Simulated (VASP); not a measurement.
The system is AlGa2N3.

```
CELL_PARAMETERS angstrom
3.40267 0.00000 0.00000
-1.70134 2.94680 0.00000
0.00000 0.00000 8.33481
ATOMIC_POSITIONS crystal
Al 0.00000 0.00000 0.50000
Ga 0.33333 0.66667 0.16667
Ga 0.66667 0.33333 0.83333
N 0.33333 0.66667 0.66667
N 0.66667 0.33333 0.33333
N 0.00000 0.00000 0.00000
```

- Program: VASP 6.6.1
- Task: relaxation of cell and atoms
- Functional: PBE
- Potentials or basis: VASP PAW PBE potentials, release 64 (Al, Ga_d, N)
- Cutoff: 600 eV
- k mesh: 6 × 6 × 2
- Occupations: gaussian, width 0.1 eV
- Spin: no spin polarisation

At the start: pressure -34.8 GPa; volume 13.93 Å³/atom.

Task: How do energy, volume and symmetry change on relaxing?

Result: Over 7 steps the energy falls by 758.2 meV/atom and the volume is 9.31 Å³/atom (-33.2 %); space group P-3m1 (No. 164, to 0.1 Å) before and after.

Step by step:
```tsv
step	energy change (eV)	largest force (eV/Å)	pressure (GPa)	volume (Å³)
1	0.0000	0.6534	-34.83	83.57
2	-4.3025	0.8108	18.79	52.04
3	-4.5060	0.7829	0.25	55.82
4	-4.5465	0.1902	0.23	55.77
5	-4.5484	0.1602	0.28	55.76
6	-4.5488	0.1278	-0.26	55.89
7	-4.5493	0.0010	-0.02	55.83
```

Final structure:
```
Al Ga N
1.0
     2.97395    0.00000    0.00000
    -1.48697    2.57551    0.00000
     0.00000    0.00000    7.28910
Al Ga N
1 2 3
Direct
  0.00000 0.00000 0.50000
  0.33333 0.66667 0.17009
  0.66667 0.33333 0.82991
  0.33333 0.66667 0.65715
  0.66667 0.33333 0.34285
  0.00000 0.00000 0.00000
```

Caveat: the volume moved by over 15 % at a fixed basis, so the end points are rough.
